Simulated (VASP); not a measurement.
Wanted: the native input for a VASP 6.6.1 run.

```
Task                   : single point
Functional             : PBE
Potentials or basis    : VASP PAW PBE potentials, release 64 (Ag)
Cutoff                 : 500 eV
k mesh                 : 6 × 6 × 4
Occupations            : gaussian, width 0.1 eV
Spin                   : no spin polarisation
Dipole correction      : no
Further INCAR settings : ALGO = Normal; EDIFF = 1e-06; NBANDS = 18
```

The structure of Ag lies in POSCAR:

```
Ag
1.0
    2.9222991408      0.0000000000      0.0000000000
   -1.4611495704      2.5307852934      0.0000000000
    0.0000000000      0.0000000000      4.7016618100
Ag
2
Direct
    0.8333333333      1.3086666667      0.8610000000
    1.1666666667      0.9753333333      1.3610000000
```

This isn't the form of Ag at room conditions, which is fcc.

One way to write it, as run:

INCAR

```
PREC = Accurate
ENCUT = 500
EDIFF = 1E-6
ISMEAR = 0
SIGMA = 0.1
LREAL = F
LASPH = T
NELM = 120
ALGO = Normal
ISIF = 2
LWAVE = F
LCHARG = T
GGA = PE
LELF = T
LVHAR = T
NBANDS = 18
GGA_COMPAT = F
```

KPOINTS

```
regular mesh
0
Gamma
  6 6 4
```

Potentials or basis: VASP PAW PBE potentials, release 64 (Ag).

Run with:

```bash
$ cat potpaw_PBE.64/Ag/POTCAR > POTCAR
$ mpirun -np 1 vasp_std > vasp.out
```

It gave:

```
Pressure               : 3.4 GPa
Band gap on the k mesh : zero (bands 11 and 12 overlap by 7.37 eV)
```

Caveat: the k points lie up to 0.41 Å⁻¹ apart, too coarse for converged energies and pressures of a metal.

Wall time 16 s on 1 thread of AMD EPYC 7R43 64-Core Processor (Zen 3), with other jobs on the host, peak memory 0.11 GiB.
